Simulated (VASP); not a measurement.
# Ti2Co: single point with PBEsol

The system is Ti2Co.

```
CELL_PARAMETERS angstrom
0.00000 3.48891 3.48891
3.48891 0.00000 3.48891
3.48891 3.48891 0.00000
ATOMIC_POSITIONS crystal
Ti 0.12500 0.12500 0.12500
Ti 0.62500 0.12500 0.12500
Ti 0.12500 0.12500 0.62500
Ti 0.12500 0.62500 0.12500
Co 0.50000 0.50000 0.50000
Co 0.75000 0.75000 0.75000
```

```
Program                : VASP 6.6.1
Task                   : single point
Functional             : PBEsol
Potentials or basis    : VASP PAW PBE potentials, release 64 (Ti_sv, Co)
Cutoff                 : 600 eV
k mesh                 : 8 × 8 × 8
Occupations            : gaussian, width 0.05 eV
Spin                   : collinear spin, ferromagnetic start
Starting moments       : [0.0, 0.0, 0.0, 0.0, 1.04, 1.04] μB
Dipole correction      : no
Further INCAR settings : ALGO = Normal; EDIFF = 1e-06; NBANDS = 46
```

- Pressure: 0.0 GPa
- Net moment: 1.64 μB per cell
- Site moments: Ti -0.02; Co +0.95 μB
- Valence electrons inside the program's atomic spheres: Ti 10.61; Co 7.97

Levels at points of the mesh, in eV from the Fermi level:
Spin up:
| k point | band 30 | band 31 | band 32 | band 33 | band 34 | band 35 | band 36 | band 37 | band 38 | band 39 |
| --- | --- | --- | --- | --- | --- | --- | --- | --- | --- | --- |
| (0.00, 0.00, 0.00) | -1.25 | -1.25 | -0.29 | -0.29 | -0.29 | -0.12 | -0.12 | 3.60 | 3.60 | 3.60 |
| (0.50, 0.00, 0.00) | -0.79 | -0.53 | -0.53 | -0.13 | -0.13 | 0.69 | 0.69 | 0.79 | 1.32 | 1.50 |
| (0.50, 0.50, 0.00) | -0.82 | -0.72 | -0.72 | 0.18 | 0.18 | 0.30 | 0.30 | 1.41 | 1.41 | 1.41 |
Spin down:
```tsv
k point	band 30	band 31	band 32	band 33	band 34	band 35
(0.00, 0.00, 0.00)	-0.68	-0.68	0.21	0.21	0.25	0.25
(0.50, 0.00, 0.00)	-0.34	-0.34	-0.12	-0.12	-0.06	0.82
(0.50, 0.50, 0.00)	-0.78	-0.03	-0.03	0.30	0.30	0.82
```

Run time: 17 min on 1 thread of Intel Xeon 8259CL, on a shared host, peak memory 0.41 GiB.

Caveat: the PAW data sets were made with another functional, which shifts forces and pressure a little.
